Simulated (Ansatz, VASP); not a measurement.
# One calculation of Y, two programs

```
CELL_PARAMETERS angstrom
3.68266 0.00000 0.00000
-1.84133 3.18927 0.00000
0.00000 0.00000 5.69538
ATOMIC_POSITIONS crystal
Y 0.33333 0.66667 0.25000
Y 0.66667 0.33333 0.75000
```

Alike in both runs: functional r2SCAN; k mesh 15 × 15 × 8; occupations gaussian, width 0.1 eV; no spin polarisation.

Ansatz relaxed the structure, and its values are those at the end. VASP's run is a single point on that final structure, the one shown.

|  | VASP | Ansatz |
| --- | --- | --- |
| version | VASP 6.6.1 | Ansatz 0.2.0 |
| potentials or method | VASP PAW PBE potentials, release 64 (Y_sv), cutoff 520 eV | scalar-relativistic, plane waves, PAW |
| valence electrons in the cell | 22 | 22 |

|  | VASP | Ansatz | Ansatz less VASP |
| --- | --- | --- | --- |
| gap on the k mesh at the Fermi level (eV) | none | none | - |
| pressure (GPa) | 0.0 | 0.0 | -0.02 |

VASP's potentials were made for PBE, not for r2SCAN. A gap of «none» marks a metal or a gap that the smearing closes.
